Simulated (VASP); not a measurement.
# CeO2 (Fm-3m) in VASP: a series of runs

The runs below take CeO2 through single point, with PBE.

Everything below comes from runs of VASP 6.6.1. Logs are shortened: lines on timing, memory, paths and dates and some standing lists are left out, and cuts for length are marked.

## Step 1: The cell of the first run

Symmetry: Fm-3m, No. 225, cubic system. The conventional cell has a = 5.407 Å, b = 5.407 Å, c = 5.407 Å, α = 90.00°, β = 90.00°, γ = 90.00°. Within 3.1 Å of Ce (site symmetry m-3m) lie 8 O at 2.34 Å. Within 3.1 Å of O (site symmetry -43m) lie 4 Ce at 2.34 Å and 6 O at 2.70 Å.

## Step 2: Single point, PBE

INCAR reads:

```
  PREC = Accurate
  ENCUT = 520
  EDIFF = 1E-6
  ISMEAR = 0
  SIGMA = 0.1
  LREAL = F
  LASPH = T
  NELM = 100
  ALGO = Normal
  ISIF = 2
  LWAVE = F
  LCHARG = F
  GGA = PE
  NBANDS = 19
```

KPOINTS reads:

```
regular mesh
0
Gamma
  6 6 6
```

POSCAR reads:

```
CeO2
1.0
    0.0000000000      2.7036500000      2.7036500000
    2.7036500000      0.0000000000      2.7036500000
    2.7036500000      2.7036500000      0.0000000000
Ce O
1 2
Direct
    0.0000000000      0.0000000000      0.0000000000
    0.2500000000      0.2500000000      0.2500000000
    0.7500000000      0.7500000000      0.7500000000
```

Potentials or basis: VASP PAW PBE potentials, release 64 (Ce, O).

On the command line:

```console
$ cat potpaw_PBE.64/Ce/POTCAR potpaw_PBE.64/O/POTCAR > POTCAR
$ mpirun -np 1 vasp_std > vasp.out
```

OUTCAR:

```text
PREC = Accurate
   ENCUT = 520
   EDIFF = 1E-6
   ISMEAR = 0
   LREAL = F
   LASPH = T
   NELM = 100
   ISIF = 2
   GGA = PE

 ion  position               nearest neighbor table
   1  0.000  0.000  0.000-   3 2.34   3 2.34   3 2.34   2 2.34   3 2.34   2 2.34   2 2.34   2 2.34

   2  0.250  0.250  0.250-   1 2.34   1 2.34   1 2.34   1 2.34
   3  0.750  0.750  0.750-   1 2.34   1 2.34   1 2.34   1 2.34

  LATTYP: Found a face centered cubic cell.
 ALAT       =     5.4073000000

  Lattice vectors:

 A1 = (   0.0000000000,   2.7036500000,   2.7036500000)
 A2 = (   2.7036500000,   0.0000000000,   2.7036500000)
 A3 = (   2.7036500000,   2.7036500000,   0.0000000000)

Analysis of symmetry for initial positions (statically):
=====================================================================
 Subroutine PRICEL returns:
 Original cell was already a primitive cell.

 Routine SETGRP: Setting up the symmetry group for a
 face centered cubic supercell.

 Subroutine GETGRP returns: Found 48 space group operations
 (whereof 48 operations were pure point group operations)
 out of a pool of 48 trial point group operations.

The static configuration has the point symmetry O_h .

Analysis of symmetry for dynamics (positions and initial velocities):
=====================================================================
 Subroutine PRICEL returns:
 Original cell was already a primitive cell.

 Routine SETGRP: Setting up the symmetry group for a
 face centered cubic supercell.

 Subroutine GETGRP returns: Found 48 space group operations
 (whereof 48 operations were pure point group operations)
 out of a pool of 48 trial point group operations.

The dynamic configuration has the point symmetry O_h .

 Subroutine INISYM returns: Found 48 space group operations
 (whereof 48 operations are pure point group operations),
 and found     1 'primitive' translations

----------------------------------------------------------------------------------------

                                     Primitive cell

  volume of cell :      39.5259

  direct lattice vectors                    reciprocal lattice vectors
     0.000000000  2.703650000  2.703650000    -0.184935180  0.184935180  0.184935180
     2.703650000  0.000000000  2.703650000     0.184935180 -0.184935180  0.184935180
     2.703650000  2.703650000  0.000000000     0.184935180  0.184935180 -0.184935180

  length of vectors
     3.823538498  3.823538498  3.823538498     0.320317128  0.320317128  0.320317128

  position of ions in fractional coordinates (direct lattice)
     0.000000000  0.000000000  0.000000000
     0.250000000  0.250000000  0.250000000
     0.750000000  0.750000000  0.750000000

  ion indices of the primitive-cell ions
   primitive index   ion index
                 1           1
                 2           2
                 3           3

----------------------------------------------------------------------------------------

 KPOINTS: regular mesh

Automatic generation of k-mesh.
 Grid dimensions read from file:
 generate k-points for:    6    6    6

 Generating k-lattice:

  Cartesian coordinates                     Fractional coordinates (reciprocal lattice)
    -0.030822530  0.030822530  0.030822530     0.166666667  0.000000000  0.000000000
     0.030822530 -0.030822530  0.030822530     0.000000000  0.166666667  0.000000000
     0.030822530  0.030822530 -0.030822530     0.000000000  0.000000000  0.166666667

  Length of vectors
     0.053386188  0.053386188  0.053386188

  Shift w.r.t. Gamma in fractional coordinates (k-lattice)
     0.000000000  0.000000000  0.000000000

 Subroutine IBZKPT returns following result:
 ===========================================

 Found     16 irreducible k-points:

 Following reciprocal coordinates:
            Coordinates               Weight
  0.000000  0.000000  0.000000      1.000000
  0.166667  0.000000  0.000000      8.000000
  0.333333  0.000000  0.000000      8.000000
  0.500000  0.000000  0.000000      4.000000
  0.166667  0.166667  0.000000      6.000000
  0.333333  0.166667  0.000000     24.000000
[... 8 lines left out ...]
 -0.333333  0.333333  0.166667     24.000000
 -0.333333  0.500000  0.166667     12.000000
   k-points           NKPTS =     16   k-points in BZ     NKDIM =     16   number of bands    NBANDS=     19
   number of dos      NEDOS =    301   number of ions     NIONS =      3
   total plane-waves  NPLWV =  21952
   dimension x,y,z NGX =    28 NGY =   28 NGZ =   28
   dimension x,y,z NGXF=    56 NGYF=   56 NGZF=   56
   ions per type =               1   2
   NGX,Y,Z   is equivalent  to a cutoff of  12.17, 12.17, 12.17 a.u.
   NGXF,Y,Z  is equivalent  to a cutoff of  24.35, 24.35, 24.35 a.u.
 SYSTEM =  unknown system
   PREC   = accura    normal or accurate (medium, high low for compatibility)
   ISTART =      0    job   : 0-new  1-cont  2-samecut
   ICHARG =      2    charge: 1-file 2-atom 10-const
   ISPIN  =      1    spin polarized calculation?
   LNONCOLLINEAR =      F non collinear calculations
   LSORBIT =      F    spin-orbit coupling
   LASPH  =      T    aspherical Exc in radial PAW
   ENCUT  =  520.0 eV  38.22 Ry    6.18 a.u.   7.11  7.11  7.11*2*pi/ulx,y,z
   NELM   =    100;   NELMIN=  2; NELMDL= -5     # of ELM steps
   EDIFF  = 0.1E-05   stopping-criterion for ELM
   LREAL  =      F    real-space projection
   EDIFFG = 0.1E-04   stopping-criterion for IOM
   NSW    =      0    number of steps for IOM
   IBRION =     -1    ionic relax: 0-MD 1-quasi-New 2-CG
   NFREE  =      0    steps in history (QN), initial steepest desc. (CG)
   ISIF   =      2    stress and relaxation
   ISYM   =      2    0-nonsym 1-usesym 2-fastsym
   POTIM  = 0.5000    time-step for ionic-motion
   TEBEG  =    0.0;   TEEND  =   0.0 temperature during run
   PSTRESS=    0.0 pullay stress
   NELECT =      24.0000    total number of electrons
   NUPDOWN=      -1.0000    fix difference up-down
   EMIN   =  10.00;   EMAX   =-10.00  energy-range for DOS
   EFERMI =   0.00;   METHOD = LEGACY
   ISMEAR =     0;   SIGMA  =   0.10  broadening in eV -4-tet -1-fermi 0-gaus
   EFERMI_NEDOS =   21; number of points for ismear=-14 and -15
   IALGO  =     38    algorithm
   IMIX   =      4    mixing-type and parameters
     AMIX     =   0.40;   BMIX     =  1.00
     AMIX_MAG =   1.60;   BMIX_MAG =  1.00
  volume/ion in A,a.u.               =      13.18        88.91
  Fermi-wavevector in a.u.,A,eV,Ry     =   1.386282  2.619692 26.147357  1.921777
  Thomas-Fermi vector in A             =   2.510612
   LORBIT       =      0    0 simple, 1 ext, 2 COOP (PROOUT), +10 PAW based schemes
   GGA     = PE    functional components
   LHFCALC =     F    Hartree Fock is set to
   AEXX    =    0.0000 exact exchange contribution
   IVDW    =     0    specifies the selected vdW correction
   LEPSILON=     F    determine dielectric tensor
   LRPA    =     F    only Hartree local field effects (RPA)
 non-spin polarized calculation
 Gauss-broadening in eV      SIGMA  =   0.10
  energy-cutoff  :      520.00
  volume of cell :       39.53
 maximum number of plane-waves:      1090
   NGX = 15   NGY = 15   NGZ = 15

 number of electron      23.9999995 magnetization

 Free energy of the ion-electron system (eV)
  ---------------------------------------------------
  ext. energy  EPLUGINS =         0.00000000
  ---------------------------------------------------
  free energy    TOTEN  =       -26.20578018 eV

  energy without entropy =      -26.20578018  energy(sigma->0) =      -26.20578018

 E-fermi :   5.8133     XC(G=0): -11.3371

 val. band max:        5.2558414197   @ k =   0.5000   0.3333   0.1667
 cond. band min:       7.3261599065   @ k =   0.5000   0.0000   0.0000
 fundamental gap:      2.0703184869
 Fermi energy:         5.8132935972

 k-point     1 :       0.0000    0.0000    0.0000
  band No.  band energies     occupation
      1     -27.0493      2.00000
      2     -10.9714      2.00000
      3     -10.0257      2.00000
      4      -9.1922      2.00000
      5      -9.1922      2.00000
      6      -9.1922      2.00000
[... 11 lines left out ...]
     18       8.3193      0.00000
     19       8.3193      0.00000

 k-point     2 :       0.1667    0.0000    0.0000
  band No.  band energies     occupation
      1     -26.9970      2.00000
      2     -11.7697      2.00000
      3     -10.2425      2.00000
      4      -9.2564      2.00000
      5      -9.2564      2.00000
      6      -8.3462      2.00000
[... 11 lines left out ...]
     18       8.1828      0.00000
     19       8.1828      0.00000

 k-point     3 :       0.3333    0.0000    0.0000
  band No.  band energies     occupation
      1     -26.8897      2.00000
      2     -12.7311      2.00000
      3     -10.6546      2.00000
      4      -9.3795      2.00000
      5      -9.3794      2.00000
      6      -7.2275      2.00000
[... 11 lines left out ...]
     18       8.1240      0.00000
     19       8.1240      0.00000

 k-point     4 :       0.5000    0.0000    0.0000
  band No.  band energies     occupation
      1     -26.8345      2.00000
      2     -13.1094      2.00000
      3     -10.8367      2.00000
      4      -9.4385      2.00000
      5      -9.4385      2.00000
      6      -6.7585      2.00000
[... 231 lines left out ...]
     18       7.8682      0.00000
     19       8.2897      0.00000

 k-point    15 :      -0.3333    0.3333    0.1667
  band No.  band energies     occupation
      1     -26.7802      2.00000
      2     -12.7628      2.00000
      3     -12.3238      2.00000
      4      -9.6985      2.00000
      5      -7.7900      2.00000
      6      -7.2974      2.00000
[... 11 lines left out ...]
     18       7.8524      0.00000
     19       8.4402      0.00000

 k-point    16 :      -0.3333    0.5000    0.1667
  band No.  band energies     occupation
      1     -26.7619      2.00000
      2     -13.0712      2.00000
      3     -12.0152      2.00000
      4      -9.8257      2.00000
      5      -8.3144      2.00000
      6      -6.7057      2.00000
[... 11 lines left out ...]
     18       7.8804      0.00000
     19       8.5586      0.00000

------------------------ aborting loop because EDIFF is reached ----------------------------------------

  FORCE on cell =-STRESS in cart. coord.  units (eV):
  Direction    XX          YY          ZZ          XY          YZ          ZX
  --------------------------------------------------------------------------------------
  -------------------------------------------------------------------------------------
  Total        1.4414127      1.4414127      1.4414127     -0.0000000     -0.0000000      0.0000000
  in kB       58.4275300     58.4275300     58.4275300     -0.0000000     -0.0000000      0.0000000
  external PRESSURE =      58.4275300 kB  Pullay stress =       0.0000000 kB

 VOLUME and BASIS-vectors are now :
 -----------------------------------------------------------------------------
  energy-cutoff  :      520.00
  volume of cell :       39.53
      direct lattice vectors                 reciprocal lattice vectors
     0.000000000  2.703650000  2.703650000    -0.184935180  0.184935180  0.184935180
     2.703650000  0.000000000  2.703650000     0.184935180 -0.184935180  0.184935180
     2.703650000  2.703650000  0.000000000     0.184935180  0.184935180 -0.184935180

 POSITION                                       TOTAL-FORCE (eV/Angst)
 -----------------------------------------------------------------------------------
      0.00000      0.00000      0.00000         0.000000      0.000000      0.000000
      1.35183      1.35183      1.35183        -0.000000     -0.000000     -0.000000
      4.05548      4.05548      4.05548         0.000000      0.000000      0.000000
 -----------------------------------------------------------------------------------
    total drift:                                0.000000      0.000000      0.000000

  FREE ENERGIE OF THE ION-ELECTRON SYSTEM (eV)
  ---------------------------------------------------
  free  energy   TOTEN  =       -26.2057801780 eV

  energy  without entropy=      -26.2057801780  energy(sigma->0) =      -26.20578018
```

Run time: 30 s. Hardware: 1 thread of Intel Xeon 8259CL, shared host; peak memory 0.17 GiB.

What came out:

```
Free energy            : -26.2058 eV
Pressure               : 5.8 GPa
Band gap on the k mesh : 2.07 eV (least direct gap 2.14 eV)
```

Caveat: the cell stands under pressure; spin-orbit coupling is left out, which moves the levels of the heavy elements; semilocal functionals describe open f shells poorly, which spoils levels, moments and volumes.

## Step 3: Single point, PBE (12.37 Å³/atom)

This run uses another cell than the first one, of 12.37 Å³/atom.

INCAR reads:

```
PREC = Accurate
ENCUT = 520
EDIFF = 1E-7
ISMEAR = 0
SIGMA = 0.02
LREAL = F
LASPH = T
NELM = 80
ALGO = Normal
ISIF = 2
LWAVE = F
LCHARG = F
GGA = PE
NBANDS = 19
```

KPOINTS reads:

```
regular mesh
0
Gamma
  10 10 10
```

POSCAR reads:

```
CeO2
1.0
    0.0000000000      2.6474083878      2.6474083878
    2.6474083878      0.0000000000      2.6474083878
    2.6474083878      2.6474083878      0.0000000000
Ce O
1 2
Direct
    0.0000000000      0.0000000000      0.0000000000
    0.2500000000      0.2500000000      0.2500000000
    0.7500000000      0.7500000000      0.7500000000
```

Potentials or basis: VASP PAW PBE potentials, release 64 (Ce, O).

On the command line:

```console
$ cat potpaw_PBE.64/Ce/POTCAR potpaw_PBE.64/O/POTCAR > POTCAR
$ mpirun -np 1 vasp_std > vasp.out
```

Wall time 96 s (1 thread of Intel Xeon 8259CL, shared host); peak memory 0.19 GiB.

It converged, with:

```yaml
Free_energy: -26.0107 eV
Pressure: 20.2 GPa
Band_gap_on_the_k_mesh: 2.16 eV (least direct gap 2.24 eV)
```

Levels at points of the mesh, in eV from the valence-band top:
```
           k point  band 8  band 9  band 10  band 11  band 12  band 13  band 14  band 15  band 16  band 17
(0.00, 0.00, 0.00)   -4.27   -4.27    -0.73    -0.73    -0.73     2.55     2.55     2.55     2.86     3.28
(0.50, 0.00, 0.00)   -3.34   -1.30    -1.28    -0.84    -0.84     2.16     2.39     2.39     2.56     3.12
(0.50, 0.50, 0.00)   -1.15   -1.15    -0.95    -0.95    -0.75     2.20     2.34     2.34     2.54     2.92
```

Caveat: the cell stands under pressure; spin-orbit coupling is left out, which moves the levels of the heavy elements; semilocal functionals describe open f shells poorly, which spoils levels, moments and volumes. Spin polarisation is off, so any magnetic state and its effect on volume and gap are missing.

## Step 4: Single point, PBE (12.78 Å³/atom)

This run uses another cell than the first one, of 12.78 Å³/atom.

INCAR reads:

```
  ALGO = Normal
  EDIFF = 1E-6
  ENCUT = 520
  GGA = PE
  ISIF = 2
  ISMEAR = 0
  LASPH = T
  LCHARG = T
  LELF = T
  LREAL = F
  LVHAR = T
  LWAVE = F
  NBANDS = 19
  NELM = 80
  PREC = Accurate
  SIGMA = 0.02
```

KPOINTS reads:

```
k-points
0
Gamma
  10 10 10
```

POSCAR reads:

```
CeO2
1.0
    0.0000000000      2.6761868206      2.6761868206
    2.6761868206      0.0000000000      2.6761868206
    2.6761868206      2.6761868206      0.0000000000
Ce O
1 2
Direct
    0.0000000000      0.0000000000      0.0000000000
    0.2500000000      0.2500000000      0.2500000000
    0.7500000000      0.7500000000      0.7500000000
```

Potentials or basis: VASP PAW PBE potentials, release 64 (Ce, O).

On the command line:

```console
$ cat potpaw_PBE.64/Ce/POTCAR potpaw_PBE.64/O/POTCAR > POTCAR
$ mpirun -np 1 vasp_std > vasp.out
```

OUTCAR:

```text
EDIFF = 1E-6
   ENCUT = 520
   GGA = PE
   ISIF = 2
   ISMEAR = 0
   LASPH = T
   LREAL = F
   NELM = 80
   PREC = Accurate

 ion  position               nearest neighbor table
   1  0.000  0.000  0.000-   3 2.32   3 2.32   3 2.32   2 2.32   3 2.32   2 2.32   2 2.32   2 2.32

   2  0.250  0.250  0.250-   1 2.32   1 2.32   1 2.32   1 2.32
   3  0.750  0.750  0.750-   1 2.32   1 2.32   1 2.32   1 2.32

  LATTYP: Found a face centered cubic cell.
 ALAT       =     5.3523736412

  Lattice vectors:

 A1 = (   0.0000000000,   2.6761868206,   2.6761868206)
 A2 = (   2.6761868206,   0.0000000000,   2.6761868206)
 A3 = (   2.6761868206,   2.6761868206,   0.0000000000)

Analysis of symmetry for initial positions (statically):
=====================================================================
 Subroutine PRICEL returns:
 Original cell was already a primitive cell.

 Routine SETGRP: Setting up the symmetry group for a
 face centered cubic supercell.

 Subroutine GETGRP returns: Found 48 space group operations
 (whereof 48 operations were pure point group operations)
[... 163 lines left out ...]

  energy without entropy =      -26.13662733  energy(sigma->0) =      -26.13662733

 E-fermi :   5.7933     XC(G=0): -11.5043

 val. band max:        5.6838477476   @ k =  -0.3000   0.3000   0.0000
 cond. band min:       7.7492232255   @ k =   0.5000   0.0000   0.0000
 fundamental gap:      2.0653754780
 Fermi energy:         5.7933255446

 k-point     1 :       0.0000    0.0000    0.0000
  band No.  band energies     occupation
      1     -26.6725      2.00000
      2     -10.7100      2.00000
      3      -9.7753      2.00000
      4      -8.7757      2.00000
      5      -8.7757      2.00000
      6      -8.7757      2.00000
[... 505 lines left out ...]
      6      -6.1115      2.00000
[... 11 lines left out ...]
     18       8.4440      0.00000
     19       8.7628      0.00000

 [... further k-points ...]

------------------------ aborting loop because EDIFF is reached ----------------------------------------

  FORCE on cell =-STRESS in cart. coord.  units (eV):
  Direction    XX          YY          ZZ          XY          YZ          ZX
  --------------------------------------------------------------------------------------
  -------------------------------------------------------------------------------------
  Total        2.9526822      2.9526822      2.9526822     -0.0000000     -0.0000000      0.0000000
  in kB      123.4093352    123.4093352    123.4093352     -0.0000000     -0.0000000      0.0000000
  external PRESSURE =     123.4093352 kB  Pullay stress =       0.0000000 kB

 VOLUME and BASIS-vectors are now :
 -----------------------------------------------------------------------------
  energy-cutoff  :      520.00
  volume of cell :       38.33
      direct lattice vectors                 reciprocal lattice vectors
     0.000000000  2.676186821  2.676186821    -0.186832995  0.186832995  0.186832995
     2.676186821  0.000000000  2.676186821     0.186832995 -0.186832995  0.186832995
     2.676186821  2.676186821  0.000000000     0.186832995  0.186832995 -0.186832995

 POSITION                                       TOTAL-FORCE (eV/Angst)
 -----------------------------------------------------------------------------------
      0.00000      0.00000      0.00000         0.000000     -0.000000      0.000000
      1.33809      1.33809      1.33809        -0.000000     -0.000000      0.000000
      4.01428      4.01428      4.01428         0.000000      0.000000     -0.000000
 -----------------------------------------------------------------------------------
    total drift:                                0.000000      0.000000      0.000000

  FREE ENERGIE OF THE ION-ELECTRON SYSTEM (eV)
  ---------------------------------------------------
  free  energy   TOTEN  =       -26.1366273265 eV

  energy  without entropy=      -26.1366273265  energy(sigma->0) =      -26.13662733
```

It took 87 s on 1 thread of Intel Xeon 8259CL, shared host; peak memory 0.19 GiB.

What came out:

```
Free energy            : -26.1366 eV
Pressure               : 12.3 GPa
Band gap on the k mesh : 2.07 eV (least direct gap 2.14 eV)
```

Caveat: the cell stands under pressure; spin-orbit coupling is left out, which moves the levels of the heavy elements; semilocal functionals describe open f shells poorly, which spoils levels, moments and volumes. Expect the measured gap to be larger: semilocal functionals such as PBE lack the derivative discontinuity.

[end of part 1 of 2]
